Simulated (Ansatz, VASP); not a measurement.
**SiO2: VASP beside Ansatz**

Contents of INCAR:

```
PREC = Accurate ; ENCUT = 600
EDIFF = 1E-6 ; ISMEAR = 0
SIGMA = 0.02 ; LREAL = F
LASPH = T ; NELM = 60
ALGO = Normal ; ISIF = 3
LWAVE = F ; LCHARG = F
GGA = PE ; IBRION = 2
NSW = 100 ; EDIFFG = -0.01
```

KPOINTS

```
regular mesh
0
Gamma
  10 10 10
```

POSCAR

```
SiO2
1.0
   -1.2627094640      2.5629236037      2.6407847480
    1.2627094640     -2.5629236037      2.6407847480
    1.2627094640      2.5629236037     -2.6407847480
Si O
1 2
Direct
    0.5000000000      0.0000000000      0.5000000000
    0.2836581833      0.2836581833      0.0000000000
    0.7163418167      0.7163418167      0.0000000000
```

Input for Ansatz:

```yaml
crystal:
  lattice:
    - [-1.262709464, 2.5629236037, 2.640784748]
    - [1.262709464, -2.5629236037, 2.640784748]
    - [1.262709464, 2.5629236037, -2.640784748]
  atoms:
    - { symbol: Si, position: [0.5, 0.0, 0.5] }
    - { symbol: O, position: [0.2836581833, 0.2836581833, 0.0] }
    - { symbol: O, position: [0.7163418167, 0.7163418167, 0.0] }
basis:
  ecutwfc: 420
kpoints:
  mp_grid: { grid: [10, 10, 10] }
hamiltonian:
  xc: pbe
scf:
  occupations: { method: gaussian, width: 0.02 }
output:
  forces: true
  stress: true
  eigenvalues: true
relax:
  adjacent_minimum: "off"
  f_tol: 0.01
  max_steps: 80
  cell: { stress_tol: 0.05 }
```

Change from the starting cell: ordered vacancies on the cation sites of tungsten carbide (Imm2, No. 44).

Alike in both runs: task relaxation of cell and atoms; functional PBE; k mesh 10 × 10 × 10; occupations gaussian, width 0.02 eV; no spin polarisation.

|  | VASP | Ansatz |
| --- | --- | --- |
| version | VASP 6.6.1 | Ansatz 0.2.0 |
| potentials or method | VASP PAW PBE potentials, release 64 (Si, O), cutoff 600 eV | scalar-relativistic, plane waves, PAW |
| valence electrons in the cell | 16 | 16 |

```tsv
	VASP	Ansatz	Ansatz less VASP
gap on the k mesh at the Fermi level, each at its own relaxed structure (eV)	2.95	3.02	+0.068
relaxed volume (Å³/atom)	11.29	11.51	+0.219
relaxed cell length with the largest relative difference (Å)	3.872	3.908	+0.0363
```
